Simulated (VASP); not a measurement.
Set up this calculation in VASP 6.6.1, as the native input.

| Item | Value |
| --- | --- |
| Task | single point |
| Functional | BLYP |
| Dispersion | D3(BJ) |
| Potentials or basis | VASP PAW PBE potentials, release 64 (Sn_d) |
| Cutoff | 520 eV |
| k mesh | 10 × 10 × 10 |
| Occupations | gaussian, width 0.05 eV |
| Spin | collinear spin, ferromagnetic start |
| Starting moments | [1.0] μB |
| Fixed moment | 1 μB |
| Dipole correction | no |
| Further INCAR settings | ALGO = Normal; EDIFF = 1e-06; NBANDS = 17 |

The structure of Sn lies in POSCAR:

```
Sn
1.0
   -1.8946518192      1.8946518192      1.8946518192
    1.8946518192     -1.8946518192      1.8946518192
    1.8946518192      1.8946518192     -1.8946518192
Sn
1
Direct
    0.0000000000      0.0000000000      0.0000000000
```

The input as run:

INCAR

```
SYSTEM = Sn
PREC     = Accurate       ! precision mode
ENCUT    = 520            ! plane-wave cutoff, eV
EDIFF    = 1E-6           ! SCF threshold, eV
ISMEAR   = 0              ! smearing method
SIGMA    = 0.05           ! smearing width, eV
LREAL    = .FALSE.        ! projectors in reciprocal space
LASPH    = .TRUE.         ! aspherical terms in the spheres
NELM     = 150            ! most SCF steps
ALGO     = Normal         ! electronic algorithm
ISIF     = 2              ! what is computed and relaxed
LWAVE    = .FALSE.        ! write WAVECAR
LCHARG   = .FALSE.        ! write CHGCAR
ISPIN    = 2              ! spin polarisation
MAGMOM   = 1              ! initial moments
LORBIT   = 11             ! projections on sites
NUPDOWN  = 1.0            ! fixed moment
GGA      = B5             ! functional
ALDAX    = 1.0          
AGGAX    = 1.0          
AGGAC    = 1.0          
ALDAC    = 0.0          
IVDW     = 12             ! dispersion correction
VDW_S6   = 1.0          
VDW_S8   = 2.6996       
VDW_A1   = 0.4298       
VDW_A2   = 4.2359       
NBANDS   = 17             ! bands
```

KPOINTS

```
regular mesh
0
G
  10 10 10
  0 0 0
```

Potentials or basis: VASP PAW PBE potentials, release 64 (Sn_d).

Run with:

```console
$ cat potpaw_PBE.64/Sn_d/POTCAR > POTCAR
$ mpirun -np 1 vasp_std > vasp.out
```

It gave:

The pressure is 4.3 GPa and the net moment is 1.00 μB per cell. The site moments are Sn +0.54 μB and the valence electrons inside the program's atomic spheres are Sn 12.21. The dispersion energy per atom is -0.918 eV.

Caveat: the PAW data sets were made with another functional, which shifts forces and pressure a little; the total moment is fixed, so each spin has its own Fermi level.

It took 18 s on 1 thread of Intel(R) Xeon(R) Platinum 8488C (Sapphire Rapids), with other jobs on the host, peak memory 0.17 GiB.
